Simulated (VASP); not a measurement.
# Ir (Immm) in VASP: a series of runs, part 2 of 3

VASP 6.6.1. The steps go on from the part before.

### 4 Single point, LDA (strain +0.0050 x Voigt [0, 0, 0, 0, 0, 1])

INCAR reads:

```
ALGO = Normal
EDIFF = 1E-6
ENCUT = 560
GGA_COMPAT = False
ISIF = 2
ISMEAR = 0
LASPH = True
LCHARG = False
LREAL = False
LWAVE = False
NBANDS = 14
NELM = 120
PREC = Accurate
SIGMA = 0.15
```

KPOINTS reads:

```
k-points
0
Gamma
  22 22 22
```

POSCAR reads:

```
Ir
1.0
    0.0047992500      1.9197000000      1.9197000000
    1.9197000000      0.0047992500      1.9197000000
    1.9244992500      1.9244992500      0.0000000000
Ir
1
Direct
    0.0000000000      0.0000000000      0.0000000000
```

Potentials or basis: VASP PAW LDA potentials, release 64 (Ir_sv_GW).

Run with:

```bash
> cat potpaw_LDA.64/Ir_sv_GW/POTCAR > POTCAR
> mpirun -np 1 vasp_std > vasp.out
```

OUTCAR:

```text
EDIFF = 1E-6
   ENCUT = 560
   ISIF = 2
   ISMEAR = 0
   LASPH = True
   LREAL = False
   NELM = 120
   PREC = Accurate

 ion  position               nearest neighbor table
   1  0.000  0.000  0.000-

  LATTYP: Found a body centered orthorhombic cell.
 ALAT       =     2.7080786112
 B/A-ratio  =     1.0050125313
 C/A-ratio  =     1.4177579573

  Lattice vectors:

 A1 = (   1.9197000000,   0.0047992500,  -1.9197000000)
 A2 = (  -1.9197000000,  -0.0047992500,  -1.9197000000)
 A3 = (   0.0047992500,   1.9197000000,   1.9197000000)
[... 579 lines left out ...]
      6       8.6265      2.00000
      7       8.6861      2.00000
      8      11.4342      2.00000
      9      13.4111      0.00000
     10      14.0450      0.00000
     11      20.1437      0.00000
     12      26.1630      0.00000
     13      31.5669      0.00000
     14      31.8961      0.00000

 [... further k-points ...]
[... 5 lines left out ...]
  --------------------------------------------------------------------------------------
  -------------------------------------------------------------------------------------
  Total       -0.7763907     -0.7763907     -0.7779813     -0.1181328      0.0000000      0.0000000
  in kB      -87.9151081    -87.9151081    -88.0952256    -13.3768452      0.0000000      0.0000000
  external PRESSURE =     -87.9751472 kB  Pullay stress =       0.0000000 kB

 VOLUME and BASIS-vectors are now :
 -----------------------------------------------------------------------------
  energy-cutoff  :      560.00
  volume of cell :       14.15
      direct lattice vectors                 reciprocal lattice vectors
     0.004799250  1.919700000  1.919700000    -0.261110138  0.261110138  0.260457363
     1.919700000  0.004799250  1.919700000     0.261110138 -0.261110138  0.260457363
     1.924499250  1.924499250  0.000000000     0.259807844  0.259807844 -0.260457363

 POSITION                                       TOTAL-FORCE (eV/Angst)
 -----------------------------------------------------------------------------------
      0.00000      0.00000      0.00000         0.000000      0.000000      0.000000
 -----------------------------------------------------------------------------------
    total drift:                                0.000000      0.000000     -0.000000

  FREE ENERGIE OF THE ION-ELECTRON SYSTEM (eV)
  ---------------------------------------------------
  free  energy   TOTEN  =       -10.9016870331 eV

  energy  without entropy=      -10.8893916235  energy(sigma->0) =      -10.89553933
```

OSZICAR:

```text
N       E                     dE             d eps       ncg     rms          rms(c)
DAV:   1     0.114940165546E+03    0.11494E+03   -0.11901E+04 44032   0.134E+03
DAV:   2    -0.104171357173E+02   -0.12536E+03   -0.12023E+03 54090   0.403E+02
DAV:   3    -0.121495787719E+02   -0.17324E+01   -0.17277E+01 47232   0.447E+01
DAV:   4    -0.121522440647E+02   -0.26653E-02   -0.26652E-02 51126   0.216E+00
DAV:   5    -0.121522495559E+02   -0.54911E-05   -0.54895E-05 47268   0.927E-02    0.704E+01
DAV:   6    -0.110082820924E+02    0.11440E+01   -0.15379E+00 44868   0.130E+01    0.379E+01
DAV:   7    -0.109196809695E+02    0.88601E-01   -0.40240E-01 49044   0.614E+00    0.747E+00
DAV:   8    -0.109018777806E+02    0.17803E-01   -0.65083E-02 43194   0.316E+00    0.771E-01
DAV:   9    -0.109018271248E+02    0.50656E-04   -0.72223E-04 48636   0.330E-01    0.305E-01
DAV:  10    -0.109016893293E+02    0.13780E-03   -0.25457E-04 46554   0.230E-01    0.235E-01
DAV:  11    -0.109016870969E+02    0.22324E-05   -0.56485E-06 49116   0.315E-02    0.512E-02
DAV:  12    -0.109016870331E+02    0.63821E-07   -0.17227E-07 22650   0.462E-03
   1 F= -.10901687E+02 E0= -.10895539E+02  d E =-.122954E-01
```

stdout:

```text
POSCAR found type information on POSCAR Ir
 POSCAR found :  1 types and       1 ions
 scaLAPACK will be used
 LDA part: xc-table for (Slater(with rela. corr.)+CA(PZ))
 , standard interpolation
 POSCAR, INCAR and KPOINTS ok, starting setup
 FFT: planning ... GRIDC
 FFT: planning ... GRID_SOFT
 FFT: planning ... GRID
 WAVECAR not read
 entering main loop
```

Wall time 96 s (1 thread of Intel Xeon 6975P-C (Granite Rapids), shared host); peak memory 0.44 GiB.

What came out:

```yaml
Free_energy: -10.9017 eV
Pressure: -8.8 GPa
Band_gap_on_the_k_mesh: zero (an odd number of electrons rules out a gap without spin polarisation)
```

Stress tensor (GPa, compression positive):
```
-8.79 -1.34  0.00
-1.34 -8.79  0.00
 0.00  0.00 -8.81
```

Levels at points of the mesh, in eV from the Fermi level:
| k point | band 4 | band 5 | band 6 | band 7 | band 8 | band 9 | band 10 | band 11 | band 12 | band 13 |
| --- | --- | --- | --- | --- | --- | --- | --- | --- | --- | --- |
| (0.00, 0.00, 0.00) | -49.17 | -11.06 | -3.92 | -3.88 | -3.84 | -1.16 | -1.16 | 13.68 | 19.07 | 19.15 |
| (0.50, 0.00, 0.00) | -49.29 | -8.07 | -4.01 | -3.94 | -0.65 | 0.92 | 0.96 | 7.35 | 13.32 | 19.05 |
| (0.50, 0.50, 0.00) | -49.47 | -7.88 | -7.33 | 0.92 | 1.51 | 1.51 | 1.77 | 10.57 | 11.43 | 11.61 |
| (0.00, 0.00, 0.50) | -49.29 | -8.08 | -4.00 | -3.93 | -0.70 | 0.91 | 0.95 | 7.27 | 13.36 | 19.11 |
| (0.50, 0.00, 0.50) | -49.47 | -7.88 | -7.33 | 0.92 | 1.51 | 1.51 | 1.77 | 10.57 | 11.52 | 11.52 |

Caveat: the cell differs from its parent crystal (strain +0.0050 x Voigt [0, 0, 0, 0, 0, 1]); the cell stands under tension; spin-orbit coupling is left out, which moves the levels of the heavy elements.

### 5 Single point, LDA (strain -0.0200 x Voigt [0, 0, 0, 0, 0, 1])

INCAR reads:

```
SYSTEM = Ir
PREC = Accurate ; ENCUT = 560
EDIFF = 1E-6 ; ISMEAR = 0
SIGMA = 0.15 ; LREAL = .FALSE.
LASPH = .TRUE. ; NELM = 120
ALGO = Normal ; ISIF = 2
LWAVE = .FALSE. ; LCHARG = .FALSE.
GGA = CA ; NBANDS = 14
GGA_COMPAT = .FALSE.
```

KPOINTS reads:

```
Automatic mesh
0
G
  22 22 22
  0 0 0
```

POSCAR reads:

```
Ir
1.0
   -0.0191970000      1.9197000000      1.9197000000
    1.9197000000     -0.0191970000      1.9197000000
    1.9005030000      1.9005030000      0.0000000000
Ir
1
Direct
    0.0000000000      0.0000000000      0.0000000000
```

Potentials or basis: VASP PAW LDA potentials, release 64 (Ir_sv_GW).

Run with:

```bash
> cat potpaw_LDA.64/Ir_sv_GW/POTCAR > POTCAR
> mpirun -np 1 vasp_std > vasp.out
```

OUTCAR:

```text
SYSTEM = Ir
   PREC = Accurate
   ENCUT = 560
   EDIFF = 1E-6
   ISMEAR = 0
   LREAL = .FALSE.
   LASPH = .TRUE.
   NELM = 120
   ISIF = 2
   GGA = CA

 ion  position               nearest neighbor table
   1  0.000  0.000  0.000-

  LATTYP: Found a body centered orthorhombic cell.
 ALAT       =     2.6877171179
 B/A-ratio  =     1.0202020202
 C/A-ratio  =     1.4284985479

  Lattice vectors:

 A1 = (   0.0191970000,  -1.9197000000,  -1.9197000000)
 A2 = (  -0.0191970000,   1.9197000000,  -1.9197000000)
 A3 = (   1.9197000000,  -0.0191970000,   1.9197000000)

Analysis of symmetry for initial positions (statically):
=====================================================================
 Subroutine PRICEL returns:
 Original cell was already a primitive cell.

 Routine SETGRP: Setting up the symmetry group for a
 body centered orthorhombic supercell.

 Subroutine GETGRP returns: Found  8 space group operations
 (whereof  8 operations were pure point group operations)
 out of a pool of  8 trial point group operations.

The static configuration has the point symmetry D_2h.

Analysis of symmetry for dynamics (positions and initial velocities):
=====================================================================
 Subroutine PRICEL returns:
 Original cell was already a primitive cell.

 Routine SETGRP: Setting up the symmetry group for a
 body centered orthorhombic supercell.

 Subroutine GETGRP returns: Found  8 space group operations
 (whereof  8 operations were pure point group operations)
 out of a pool of  8 trial point group operations.

The dynamic configuration has the point symmetry D_2h.

 Subroutine INISYM returns: Found  8 space group operations
 (whereof  8 operations are pure point group operations),
 and found     1 'primitive' translations

----------------------------------------------------------------------------------------

                                     Primitive cell

  volume of cell :      14.1477

  direct lattice vectors                    reciprocal lattice vectors
    -0.019197000  1.919700000  1.919700000    -0.257878577  0.257878577  0.260457363
     1.919700000 -0.019197000  1.919700000     0.257878577 -0.257878577  0.260457363
     1.900503000  1.900503000  0.000000000     0.263088246  0.263088246 -0.260457363

  length of vectors
     2.714933646  2.714933646  2.687717118     0.448152607  0.448152607  0.454168348

  position of ions in fractional coordinates (direct lattice)
     0.000000000  0.000000000  0.000000000

  ion indices of the primitive-cell ions
   primitive index   ion index
                 1           1

----------------------------------------------------------------------------------------

 KPOINTS: Automatic mesh

Automatic generation of k-mesh.
 Grid dimensions read from file:
 generate k-points for:   22   22   22

 Generating k-lattice:

  Cartesian coordinates                     Fractional coordinates (reciprocal lattice)
    -0.011721754  0.011721754  0.011838971     0.045454545  0.000000000  0.000000000
     0.011721754 -0.011721754  0.011838971     0.000000000  0.045454545  0.000000000
     0.011958557  0.011958557 -0.011838971    -0.000000000 -0.000000000  0.045454545

  Length of vectors
     0.020370573  0.020370573  0.020644016

  Shift w.r.t. Gamma in fractional coordinates (k-lattice)
     0.000000000  0.000000000  0.000000000

 Subroutine IBZKPT returns following result:
 ===========================================

 Found   1530 irreducible k-points:

 Following reciprocal coordinates:
            Coordinates               Weight
  0.000000  0.000000  0.000000      1.000000
  0.045455  0.000000  0.000000      4.000000
  0.090909  0.000000  0.000000      4.000000
  0.136364  0.000000  0.000000      4.000000
  0.181818  0.000000  0.000000      4.000000
  0.227273  0.000000  0.000000      4.000000
[... 16 lines left out ...]
  0.500000  0.045455  0.000000      4.000000
 -0.454545  0.045455  0.000000      4.000000
 [... further k-points ...]
   k-points           NKPTS =   1530   k-points in BZ     NKDIM =   1530   number of bands    NBANDS=     14
   number of dos      NEDOS =    301   number of ions     NIONS =      1
   total plane-waves  NPLWV =  13824
   dimension x,y,z NGX =    24 NGY =   24 NGZ =   24
   dimension x,y,z NGXF=    48 NGYF=   48 NGZF=   48
   ions per type =               1
   NGX,Y,Z   is equivalent  to a cutoff of  14.70, 14.70, 14.84 a.u.
   NGXF,Y,Z  is equivalent  to a cutoff of  29.39, 29.39, 29.69 a.u.
 SYSTEM =  Ir
   PREC   = accura    normal or accurate (medium, high low for compatibility)
   ISTART =      0    job   : 0-new  1-cont  2-samecut
   ICHARG =      2    charge: 1-file 2-atom 10-const
   ISPIN  =      1    spin polarized calculation?
   LNONCOLLINEAR =      F non collinear calculations
   LSORBIT =      F    spin-orbit coupling
   LASPH  =      T    aspherical Exc in radial PAW
   ENCUT  =  560.0 eV  41.16 Ry    6.42 a.u.   5.24  5.24  5.19*2*pi/ulx,y,z
   NELM   =    120;   NELMIN=  2; NELMDL= -5     # of ELM steps
   EDIFF  = 0.1E-05   stopping-criterion for ELM
   LREAL  =      F    real-space projection
   EDIFFG = 0.1E-04   stopping-criterion for IOM
   NSW    =      0    number of steps for IOM
   IBRION =     -1    ionic relax: 0-MD 1-quasi-New 2-CG
   NFREE  =      0    steps in history (QN), initial steepest desc. (CG)
   ISIF   =      2    stress and relaxation
   ISYM   =      2    0-nonsym 1-usesym 2-fastsym
   POTIM  = 0.5000    time-step for ionic-motion
   TEBEG  =    0.0;   TEEND  =   0.0 temperature during run
   PSTRESS=    0.0 pullay stress
   NELECT =      17.0000    total number of electrons
   NUPDOWN=      -1.0000    fix difference up-down
   EMIN   =  10.00;   EMAX   =-10.00  energy-range for DOS
   EFERMI =   0.00;   METHOD = LEGACY
   ISMEAR =     0;   SIGMA  =   0.15  broadening in eV -4-tet -1-fermi 0-gaus
   EFERMI_NEDOS =   21; number of points for ismear=-14 and -15
   IALGO  =     38    algorithm
   IMIX   =      4    mixing-type and parameters
     AMIX     =   0.40;   BMIX     =  1.00
     AMIX_MAG =   1.60;   BMIX_MAG =  1.00
  volume/ion in A,a.u.               =      14.15        95.47
  Fermi-wavevector in a.u.,A,eV,Ry     =   1.740453  3.288979 41.214441  3.029176
  Thomas-Fermi vector in A             =   2.813099
   LORBIT       =      0    0 simple, 1 ext, 2 COOP (PROOUT), +10 PAW based schemes
   GGA     = CA    functional components
   LHFCALC =     F    Hartree Fock is set to
   AEXX    =    0.0000 exact exchange contribution
   IVDW    =     0    specifies the selected vdW correction
   LEPSILON=     F    determine dielectric tensor
   LRPA    =     F    only Hartree local field effects (RPA)
 non-spin polarized calculation
 Gauss-broadening in eV      SIGMA  =   0.15
  energy-cutoff  :      560.00
  volume of cell :       14.15
 maximum number of plane-waves:       444
 NGX is ok and might be reduce to    24
   NGX = 11   NGY = 11   NGZ = 11

 number of electron      17.0000000 magnetization

 Free energy of the ion-electron system (eV)
  ---------------------------------------------------
  ext. energy  EPLUGINS =         0.00000000
  ---------------------------------------------------
  free energy    TOTEN  =       -10.89732943 eV

  energy without entropy =      -10.88502660  energy(sigma->0) =      -10.89117801

 E-fermi :  12.6273     XC(G=0): -14.7839

 val. band max:       12.6249013956   @ k =  -0.2273  -0.3636   0.4091
 cond. band min:      12.6329553233   @ k =   0.4091   0.0455   0.3636
 fundamental gap:      0.0080539277
 Fermi energy:        12.6272537981

 k-point     1 :       0.0000    0.0000    0.0000
  band No.  band energies     occupation
      1     -79.8863      2.00000
      2     -36.5571      2.00000
      3     -36.5493      2.00000
      4     -36.5407      2.00000
      5       1.5672      2.00000
      6       8.5929      2.00000
      7       8.7330      2.00000
      8       8.9056      2.00000
      9      11.4733      2.00000
     10      11.4764      2.00000
     11      26.3020      0.00000
     12      31.4714      0.00000
     13      31.7820      0.00000
     14      32.0929      0.00000
[... 375 lines left out ...]
 k-point    24 :      -0.4545    0.0455    0.0000
  band No.  band energies     occupation
      1     -79.8228      2.00000
      2     -37.3222      2.00000
      3     -36.6653      2.00000
      4     -36.6533      2.00000
      5       4.6053      2.00000
      6       8.4902      2.00000
      7       8.8840      2.00000
      8      11.3322      2.00000
      9      13.4843      0.00000
     10      13.8746      0.00000
     11      19.9662      0.00000
     12      26.2520      0.00000
     13      31.5301      0.00000
     14      32.2640      0.00000

 [... further k-points ...]
[... 5 lines left out ...]
  --------------------------------------------------------------------------------------
  -------------------------------------------------------------------------------------
  Total       -0.7516484     -0.7516484     -0.7778204      0.4726565      0.0000000      0.0000000
  in kB      -85.1213790    -85.1213790    -88.0852596     53.5265915      0.0000000      0.0000000
  external PRESSURE =     -86.1093392 kB  Pullay stress =       0.0000000 kB

 VOLUME and BASIS-vectors are now :
 -----------------------------------------------------------------------------
  energy-cutoff  :      560.00
  volume of cell :       14.15
      direct lattice vectors                 reciprocal lattice vectors
    -0.019197000  1.919700000  1.919700000    -0.257878577  0.257878577  0.260457363
     1.919700000 -0.019197000  1.919700000     0.257878577 -0.257878577  0.260457363
     1.900503000  1.900503000  0.000000000     0.263088246  0.263088246 -0.260457363

 POSITION                                       TOTAL-FORCE (eV/Angst)
 -----------------------------------------------------------------------------------
      0.00000      0.00000      0.00000         0.000000     -0.000000     -0.000000
 -----------------------------------------------------------------------------------
    total drift:                                0.000000      0.000000     -0.000000

  FREE ENERGIE OF THE ION-ELECTRON SYSTEM (eV)
  ---------------------------------------------------
  free  energy   TOTEN  =       -10.8973294255 eV

  energy  without entropy=      -10.8850265976  energy(sigma->0) =      -10.89117801
```

It took 2.7 min on 1 thread of Intel Xeon Platinum 8488C (Sapphire Rapids), shared host; peak memory 0.44 GiB.

Results:

| Item | Value |
| --- | --- |
| Free energy | -10.8973 eV |
| Pressure | -8.6 GPa |
| Band gap on the k mesh | zero (an odd number of electrons rules out a gap without spin polarisation) |

Levels at points of the mesh, in eV from the Fermi level:
```csv
k point,band 4,band 5,band 6,band 7,band 8,band 9,band 10,band 11,band 12,band 13
"(0.00, 0.00, 0.00)",-49.17,-11.06,-4.03,-3.89,-3.72,-1.15,-1.15,13.67,18.84,19.15
"(0.50, 0.00, 0.00)",-49.28,-8.10,-4.08,-3.81,-0.78,0.82,0.99,7.16,13.41,19.09
"(0.50, 0.50, 0.00)",-49.46,-7.88,-7.33,0.92,1.50,1.51,1.76,10.57,11.15,11.89
"(0.00, 0.00, 0.50)",-49.30,-8.05,-4.13,-3.86,-0.57,0.88,1.05,7.47,13.27,18.83
"(0.50, 0.00, 0.50)",-49.47,-7.88,-7.33,0.90,1.50,1.53,1.77,10.58,11.52,11.52
```

Caveat: the cell differs from its parent crystal (strain -0.0200 x Voigt [0, 0, 0, 0, 0, 1]); the cell stands under tension; spin-orbit coupling is left out, which moves the levels of the heavy elements.

[end of part 2 of 3]
